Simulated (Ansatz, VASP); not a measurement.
One calculation of Te, two programs

File INCAR:

```
SYSTEM = Te
PREC = Accurate
ENCUT = 520
EDIFF = 1E-6
ISMEAR = 0
SIGMA = 0.15
LREAL = .FALSE.
LASPH = .TRUE.
NELM = 100
ALGO = Normal
ISIF = 2
LWAVE = .FALSE.
LCHARG = .TRUE.
GGA = PS
LELF = .TRUE.
LVHAR = .TRUE.
NBANDS = 9
```

File KPOINTS:

```
regular mesh
0
G
  15 15 15
  0 0 0
```

The input POSCAR:

```
Te
1.0
    2.3115601413      1.3345798699      1.6843568229
   -2.3115601413      1.3345798699      1.6843568229
    0.0000000000     -2.6691597396      1.6843568230
Te
1
Direct
    0.5000000000      0.5000000000      0.5000000000
```

Input for Ansatz:

```yaml
crystal:
  lattice:
    - [2.3115601413, 1.3345798699, 1.6843568229]
    - [-2.3115601413, 1.3345798699, 1.6843568229]
    - [0.0, -2.6691597396, 1.684356823]
  atoms:
    - { symbol: Te, position: [0.5, 0.5, 0.5] }
basis:
  ecutwfc: 420
kpoints:
  mp_grid: { grid: [15, 15, 15] }
hamiltonian:
  xc: pbesol
  pseudopotentials: { kind: paw }
scf:
  occupations: { method: gaussian, width: 0.15 }
output:
  forces: true
  stress: true
  eigenvalues: true
```

Alike in both runs: task single point; functional PBEsol; k mesh 15 × 15 × 15; occupations gaussian, width 0.15 eV; no spin polarisation.

|  | VASP | Ansatz |
| --- | --- | --- |
| version | VASP 6.6.1 | Ansatz 0.2.0 |
| potentials or method | VASP PAW PBE potentials, release 64 (Te), cutoff 520 eV | scalar-relativistic, plane waves, PAW |
| valence electrons in the cell | 6 | 16 |

VASP gave:

```
gap on the k mesh at the Fermi level (eV)                     : none
pressure (GPa)                                                : -0.4
traceless stress, the component that is largest in VASP (GPa) : 0.21
```

What did Ansatz give for the same quantities?

gap on the k mesh at the Fermi level (eV): none; pressure (GPa): -0.5; traceless stress, the component that is largest in VASP (GPa): 0.23.

VASP's potentials were made for PBE, not for PBEsol. A gap of «none» marks a metal or a gap that the smearing closes. VASP's potentials hold 6 valence electrons a cell and Ansatz's 16, so a difference there can come from the potentials and not from the codes.

Spin-orbit coupling is off throughout.
